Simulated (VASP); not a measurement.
# Sc3Al (Pm-3m) in VASP: further runs

Sc3Al is run at these levels: PBEsol; tasks: single point.

All numbers are computed with VASP 6.6.1; they aren't measurements. Logs are shortened: lines on timing, memory, paths and dates and some standing lists are left out, and cuts for length are marked.

## (1) The cell of the first run

Symmetry: Pm-3m, No. 221, cubic system. The conventional cell has a = 4.432 Å, b = 4.432 Å, c = 4.432 Å, α = 90.00°, β = 90.00°, γ = 90.00°. Sc (site symmetry 4/mmm) has 8 Sc at 3.13 Å and 4 Al at 3.13 Å within 4.1 Å. Within 4.1 Å of Al (site symmetry m-3m) lie 12 Sc at 3.13 Å.

## (2) Single point, PBEsol

Contents of INCAR:

```
SYSTEM = Sc3Al
ALGO = Normal
EDIFF = 1E-6
ENCUT = 520
GGA = PS
ISIF = 2
ISMEAR = 0
LASPH = .True.
LCHARG = .False.
LREAL = .False.
LWAVE = .False.
NBANDS = 26
NELM = 100
PREC = Accurate
SIGMA = 0.05
```

Contents of KPOINTS:

```
k-points
0
Gamma
  8 8 8
  0 0 0
```

Contents of POSCAR:

```
Sc3Al
1.0
    4.4319878233      0.0000000000      0.0000000000
    0.0000000000      4.4319878233      0.0000000000
    0.0000000000      0.0000000000      4.4319878233
Sc Al
3 1
Direct
    0.5000000000      0.0000000000      0.5000000000
    0.0000000000      0.5000000000      0.5000000000
    0.5000000000      0.5000000000      0.0000000000
    0.0000000000      0.0000000000      0.0000000000
```

Potentials or basis: VASP PAW PBE potentials, release 64 (Sc_sv, Al).

On the command line:

```console
$ cat potpaw_PBE.64/Sc_sv/POTCAR potpaw_PBE.64/Al/POTCAR > POTCAR
$ mpirun -np 1 vasp_std > vasp.out
```

OUTCAR:

```text
SYSTEM = Sc3Al
   EDIFF = 1E-6
   ENCUT = 520
   GGA = PS
   ISIF = 2
   ISMEAR = 0
   LASPH = .True.
   LREAL = .False.
   NELM = 100
   PREC = Accurate

 ion  position               nearest neighbor table
   1  0.500  0.000  0.500-   2 3.13   3 3.13   4 3.13   3 3.13   4 3.13   2 3.13   3 3.13   3 3.13
                             2 3.13   4 3.13   4 3.13   2 3.13
   2  0.000  0.500  0.500-   1 3.13   3 3.13   4 3.13   3 3.13   4 3.13   1 3.13   4 3.13   4 3.13
                             1 3.13   3 3.13   3 3.13   1 3.13
   3  0.500  0.500  0.000-   1 3.13   2 3.13   4 3.13   1 3.13   2 3.13   1 3.13   4 3.13   1 3.13
                             2 3.13   4 3.13   2 3.13   4 3.13
   4  0.000  0.000  0.000-   1 3.13   2 3.13   3 3.13   1 3.13   2 3.13   2 3.13   3 3.13   2 3.13
                             1 3.13   3 3.13   1 3.13   3 3.13

  LATTYP: Found a simple cubic cell.
 ALAT       =     4.4319878233

  Lattice vectors:

 A1 = (   4.4319878233,   0.0000000000,   0.0000000000)
 A2 = (   0.0000000000,   4.4319878233,   0.0000000000)
 A3 = (   0.0000000000,   0.0000000000,   4.4319878233)

Analysis of symmetry for initial positions (statically):
=====================================================================
 Subroutine PRICEL returns:
 Original cell was already a primitive cell.

 Routine SETGRP: Setting up the symmetry group for a
 simple cubic supercell.

 Subroutine GETGRP returns: Found 48 space group operations
 (whereof 48 operations were pure point group operations)
 out of a pool of 48 trial point group operations.

The static configuration has the point symmetry O_h .

Analysis of symmetry for dynamics (positions and initial velocities):
=====================================================================
 Subroutine PRICEL returns:
 Original cell was already a primitive cell.

 Routine SETGRP: Setting up the symmetry group for a
 simple cubic supercell.

 Subroutine GETGRP returns: Found 48 space group operations
 (whereof 48 operations were pure point group operations)
 out of a pool of 48 trial point group operations.

The dynamic configuration has the point symmetry O_h .

 Subroutine INISYM returns: Found 48 space group operations
 (whereof 48 operations are pure point group operations),
 and found     1 'primitive' translations

----------------------------------------------------------------------------------------

                                     Primitive cell

  volume of cell :      87.0554

  direct lattice vectors                    reciprocal lattice vectors
     4.431987823  0.000000000  0.000000000     0.225632389  0.000000000  0.000000000
     0.000000000  4.431987823  0.000000000     0.000000000  0.225632389  0.000000000
     0.000000000  0.000000000  4.431987823     0.000000000  0.000000000  0.225632389

  length of vectors
     4.431987823  4.431987823  4.431987823     0.225632389  0.225632389  0.225632389

  position of ions in fractional coordinates (direct lattice)
     0.500000000  0.000000000  0.500000000
     0.000000000  0.500000000  0.500000000
     0.500000000  0.500000000  0.000000000
     0.000000000  0.000000000  0.000000000

  ion indices of the primitive-cell ions
   primitive index   ion index
                 1           1
                 2           2
                 3           3
                 4           4

----------------------------------------------------------------------------------------

 KPOINTS: k-points

Automatic generation of k-mesh.
 Grid dimensions read from file:
 generate k-points for:    8    8    8

 Generating k-lattice:

  Cartesian coordinates                     Fractional coordinates (reciprocal lattice)
     0.028204049  0.000000000  0.000000000     0.125000000  0.000000000  0.000000000
     0.000000000  0.028204049  0.000000000     0.000000000  0.125000000  0.000000000
     0.000000000  0.000000000  0.028204049     0.000000000  0.000000000  0.125000000

  Length of vectors
     0.028204049  0.028204049  0.028204049

  Shift w.r.t. Gamma in fractional coordinates (k-lattice)
     0.000000000  0.000000000  0.000000000

 Subroutine IBZKPT returns following result:
 ===========================================

 Found     35 irreducible k-points:

 Following reciprocal coordinates:
            Coordinates               Weight
  0.000000  0.000000  0.000000      1.000000
  0.125000  0.000000  0.000000      6.000000
  0.250000  0.000000  0.000000      6.000000
  0.375000  0.000000  0.000000      6.000000
  0.500000  0.000000  0.000000      3.000000
  0.125000  0.125000  0.000000     12.000000
[... 16 lines left out ...]
  0.375000  0.375000  0.125000     24.000000
  0.500000  0.375000  0.125000     24.000000
 [... further k-points ...]
   k-points           NKPTS =     35   k-points in BZ     NKDIM =     35   number of bands    NBANDS=     26
   number of dos      NEDOS =    301   number of ions     NIONS =      4
   total plane-waves  NPLWV =  46656
   dimension x,y,z NGX =    36 NGY =   36 NGZ =   36
   dimension x,y,z NGXF=    72 NGYF=   72 NGZF=   72
   ions per type =               3   1
   NGX,Y,Z   is equivalent  to a cutoff of  13.50, 13.50, 13.50 a.u.
   NGXF,Y,Z  is equivalent  to a cutoff of  27.01, 27.01, 27.01 a.u.
 SYSTEM =  Sc3Al
   PREC   = accura    normal or accurate (medium, high low for compatibility)
   ISTART =      0    job   : 0-new  1-cont  2-samecut
   ICHARG =      2    charge: 1-file 2-atom 10-const
   ISPIN  =      1    spin polarized calculation?
   LNONCOLLINEAR =      F non collinear calculations
   LSORBIT =      F    spin-orbit coupling
   LASPH  =      T    aspherical Exc in radial PAW
   ENCUT  =  520.0 eV  38.22 Ry    6.18 a.u.   8.24  8.24  8.24*2*pi/ulx,y,z
   NELM   =    100;   NELMIN=  2; NELMDL= -5     # of ELM steps
   EDIFF  = 0.1E-05   stopping-criterion for ELM
   LREAL  =      F    real-space projection
   EDIFFG = 0.1E-04   stopping-criterion for IOM
   NSW    =      0    number of steps for IOM
   IBRION =     -1    ionic relax: 0-MD 1-quasi-New 2-CG
   NFREE  =      0    steps in history (QN), initial steepest desc. (CG)
   ISIF   =      2    stress and relaxation
   ISYM   =      2    0-nonsym 1-usesym 2-fastsym
   POTIM  = 0.5000    time-step for ionic-motion
   TEBEG  =    0.0;   TEEND  =   0.0 temperature during run
   PSTRESS=    0.0 pullay stress
   NELECT =      36.0000    total number of electrons
   NUPDOWN=      -1.0000    fix difference up-down
   EMIN   =  10.00;   EMAX   =-10.00  energy-range for DOS
   EFERMI =   0.00;   METHOD = LEGACY
   ISMEAR =     0;   SIGMA  =   0.05  broadening in eV -4-tet -1-fermi 0-gaus
   EFERMI_NEDOS =   21; number of points for ismear=-14 and -15
   IALGO  =     38    algorithm
   IMIX   =      4    mixing-type and parameters
     AMIX     =   0.40;   BMIX     =  1.00
     AMIX_MAG =   1.60;   BMIX_MAG =  1.00
  volume/ion in A,a.u.               =      21.76       146.87
  Fermi-wavevector in a.u.,A,eV,Ry     =   1.219674  2.304850 20.240091  1.487605
  Thomas-Fermi vector in A             =   2.354918
   LORBIT       =      0    0 simple, 1 ext, 2 COOP (PROOUT), +10 PAW based schemes
   GGA     = PS    functional components
   LHFCALC =     F    Hartree Fock is set to
   AEXX    =    0.0000 exact exchange contribution
   IVDW    =     0    specifies the selected vdW correction
   LEPSILON=     F    determine dielectric tensor
   LRPA    =     F    only Hartree local field effects (RPA)
 non-spin polarized calculation
 Gauss-broadening in eV      SIGMA  =   0.05
  energy-cutoff  :      520.00
  volume of cell :       87.06
 maximum number of plane-waves:      2360
 NGX is ok and might be reduce to    36
   NGX = 17   NGY = 17   NGZ = 17

 number of electron      35.9999990 magnetization

 Free energy of the ion-electron system (eV)
  ---------------------------------------------------
  ext. energy  EPLUGINS =         0.00000000
  ---------------------------------------------------
  free energy    TOTEN  =       -24.91276722 eV

  energy without entropy =      -24.90477406  energy(sigma->0) =      -24.90877064

 E-fermi :   4.5918     XC(G=0): -10.2003

 val. band max:        4.5888949571   @ k =   0.3750   0.1250   0.0000
 cond. band min:       4.6076418818   @ k =   0.3750   0.2500   0.0000
 fundamental gap:      0.0187469247
 Fermi energy:         4.5917728641

 k-point     1 :       0.0000    0.0000    0.0000
  band No.  band energies     occupation
      1     -44.6331      2.00000
      2     -44.5327      2.00000
      3     -44.5327      2.00000
      4     -23.5273      2.00000
      5     -23.5273      2.00000
      6     -23.5273      2.00000
[... 18 lines left out ...]
     25       6.9404      0.00000
     26       8.0674      0.00000

 k-point     2 :       0.1250    0.0000    0.0000
  band No.  band energies     occupation
      1     -44.6297      2.00000
      2     -44.5361      2.00000
      3     -44.5327      2.00000
      4     -23.5187      2.00000
      5     -23.5187      2.00000
      6     -23.5141      2.00000
[... 18 lines left out ...]
     25       7.1001      0.00000
     26       7.9265      0.00000

 k-point     3 :       0.2500    0.0000    0.0000
  band No.  band energies     occupation
      1     -44.6203      2.00000
      2     -44.5455      2.00000
      3     -44.5326      2.00000
      4     -23.4956      2.00000
      5     -23.4956      2.00000
      6     -23.4758      2.00000
[... 18 lines left out ...]
     25       7.2844      0.00000
     26       7.4802      0.00000

 k-point     4 :       0.3750    0.0000    0.0000
  band No.  band energies     occupation
      1     -44.6075      2.00000
      2     -44.5582      2.00000
      3     -44.5325      2.00000
      4     -23.4674      2.00000
      5     -23.4674      2.00000
      6     -23.4165      2.00000
[... 18 lines left out ...]
     25       7.1448      0.00000
     26       7.1448      0.00000

 k-point     5 :       0.5000    0.0000    0.0000
  band No.  band energies     occupation
      1     -44.5995      2.00000
      2     -44.5661      2.00000
      3     -44.5325      2.00000
      4     -23.4530      2.00000
      5     -23.4530      2.00000
      6     -23.3501      2.00000
[... 18 lines left out ...]
     25       7.0204      0.00000
     26       7.0370      0.00000

 k-point     6 :       0.1250    0.1250    0.0000
  band No.  band energies     occupation
      1     -44.6265      2.00000
      2     -44.5376      2.00000
      3     -44.5344      2.00000
      4     -23.5247      2.00000
      5     -23.5100      2.00000
      6     -23.4882      2.00000
[... 427 lines left out ...]
 k-point    21 :       0.3750    0.2500    0.1250
  band No.  band energies     occupation
      1     -44.5953      2.00000
      2     -44.5587      2.00000
      3     -44.5437      2.00000
      4     -23.5333      2.00000
      5     -23.4230      2.00000
      6     -23.3870      2.00000
[... 18 lines left out ...]
     25       7.1964      0.00000
     26       7.3381      0.00000

 k-point    22 :       0.5000    0.2500    0.1250
  band No.  band energies     occupation
      1     -44.5878      2.00000
      2     -44.5659      2.00000
      3     -44.5439      2.00000
      4     -23.5231      2.00000
      5     -23.4358      2.00000
      6     -23.3724      2.00000
[... 18 lines left out ...]
     25       7.0884      0.00000
     26       7.3425      0.00000

 k-point    23 :       0.3750    0.3750    0.1250
  band No.  band energies     occupation
      1     -44.5852      2.00000
      2     -44.5609      2.00000
      3     -44.5513      2.00000
      4     -23.5420      2.00000
      5     -23.4545      2.00000
      6     -23.3738      2.00000
[... 18 lines left out ...]
     25       6.9259      0.00000
     26       6.9829      0.00000

 k-point    24 :       0.5000    0.3750    0.1250
  band No.  band energies     occupation
      1     -44.5776      2.00000
      2     -44.5658      2.00000
      3     -44.5539      2.00000
      4     -23.5419      2.00000
      5     -23.4715      2.00000
      6     -23.3736      2.00000
[... 18 lines left out ...]
     25       6.8021      0.00000
     26       7.0247      0.00000

 [... further k-points ...]

------------------------ aborting loop because EDIFF is reached ----------------------------------------

  FORCE on cell =-STRESS in cart. coord.  units (eV):
  Direction    XX          YY          ZZ          XY          YZ          ZX
  --------------------------------------------------------------------------------------
  -------------------------------------------------------------------------------------
  Total       -1.3188697     -1.3188697     -1.3188697      0.0000000      0.0000000     -0.0000000
  in kB      -24.2726271    -24.2726271    -24.2726271      0.0000000      0.0000000     -0.0000000
  external PRESSURE =     -24.2726271 kB  Pullay stress =       0.0000000 kB

 VOLUME and BASIS-vectors are now :
 -----------------------------------------------------------------------------
  energy-cutoff  :      520.00
  volume of cell :       87.06
      direct lattice vectors                 reciprocal lattice vectors
     4.431987823  0.000000000  0.000000000     0.225632389  0.000000000  0.000000000
     0.000000000  4.431987823  0.000000000     0.000000000  0.225632389  0.000000000
     0.000000000  0.000000000  4.431987823     0.000000000  0.000000000  0.225632389

 POSITION                                       TOTAL-FORCE (eV/Angst)
 -----------------------------------------------------------------------------------
      2.21599      0.00000      2.21599         0.000000      0.000000      0.000000
      0.00000      2.21599      2.21599         0.000000      0.000000      0.000000
      2.21599      2.21599      0.00000         0.000000      0.000000      0.000000
      0.00000      0.00000      0.00000         0.000000      0.000000      0.000000
 -----------------------------------------------------------------------------------
    total drift:                                0.000000      0.000000      0.000000

  FREE ENERGIE OF THE ION-ELECTRON SYSTEM (eV)
  ---------------------------------------------------
  free  energy   TOTEN  =       -24.9127672227 eV

  energy  without entropy=      -24.9047740624  energy(sigma->0) =      -24.90877064
```

Wall time 1.9 min (1 thread of Intel Xeon 8259CL, shared host); peak memory 0.23 GiB.

Results:

* Free energy: -24.9128 eV
* Pressure: -2.4 GPa
* Band gap on the k mesh: zero (band 18 reaches 4.80 eV, above the bottom of band 19 at 3.48 eV)

Caveat: the PAW data sets were made with another functional, which shifts forces and pressure a little.

## (3) Single point, PBEsol

This run uses another cell than the first one, of 26.12 Å³/atom, 1.200 times its volume.

Contents of INCAR:

```
ALGO     = Normal         # electronic algorithm
EDIFF    = 1E-6           # SCF threshold, eV
ENCUT    = 520            # plane-wave cutoff, eV
GGA      = PS             # functional
ISIF     = 2              # what is computed and relaxed
ISMEAR   = 0              # smearing method
LASPH    = T              # aspherical terms in the spheres
LCHARG   = T              # write CHGCAR
LELF     = T              # ELF
LREAL    = F              # projectors in reciprocal space
LVHAR    = T            
LWAVE    = F              # write WAVECAR
NBANDS   = 26             # bands
NELM     = 100            # most SCF steps
PREC     = Accurate       # precision mode
SIGMA    = 0.05           # smearing width, eV
```

Contents of KPOINTS:

```
k-points
0
Gamma
  8 8 8
```

Contents of POSCAR:

```
Sc3Al
1.0
    4.7096898389      0.0000000000      0.0000000000
    0.0000000000      4.7096898389      0.0000000000
    0.0000000000      0.0000000000      4.7096898389
Sc Al
3 1
Direct
    0.5000000000      0.0000000000      0.5000000000
    0.0000000000      0.5000000000      0.5000000000
    0.5000000000      0.5000000000      0.0000000000
    0.0000000000      0.0000000000      0.0000000000
```

Potentials or basis: VASP PAW PBE potentials, release 64 (Sc_sv, Al).

On the command line:

```console
$ cat potpaw_PBE.64/Sc_sv/POTCAR potpaw_PBE.64/Al/POTCAR > POTCAR
$ mpirun -np 1 vasp_std > vasp.out
```

Wall time 2.3 min (1 thread of Intel Xeon 8259CL, shared host); peak memory 0.24 GiB.

It converged, with:

```yaml
Free_energy: -24.1774 eV
Pressure: -10.0 GPa
Band_gap_on_the_k_mesh: zero (band 18 reaches 3.62 eV, above the bottom of band 19 at 2.35 eV)
```

Levels at points of the mesh, in eV from the Fermi level:
```
           k point  band 14  band 15  band 16  band 17  band 18  band 19  band 20  band 21  band 22  band 23
(0.00, 0.00, 0.00)    -2.15    -0.78    -0.78    -0.26    -0.26    -0.26     0.37     0.37     0.37     1.92
(0.50, 0.00, 0.00)    -3.77    -1.03    -0.67    -0.67     0.14     0.22     0.65     0.65     1.30     1.36
(0.50, 0.50, 0.00)    -2.60    -2.60    -1.64    -0.71     0.14     0.43     0.43     0.89     0.89     1.48
(0.50, 0.50, 0.50)    -1.38    -1.38    -1.38    -1.12    -1.12    -1.12     0.04     1.17     1.17     1.17
```

Caveat: the PAW data sets were made with another functional, which shifts forces and pressure a little.
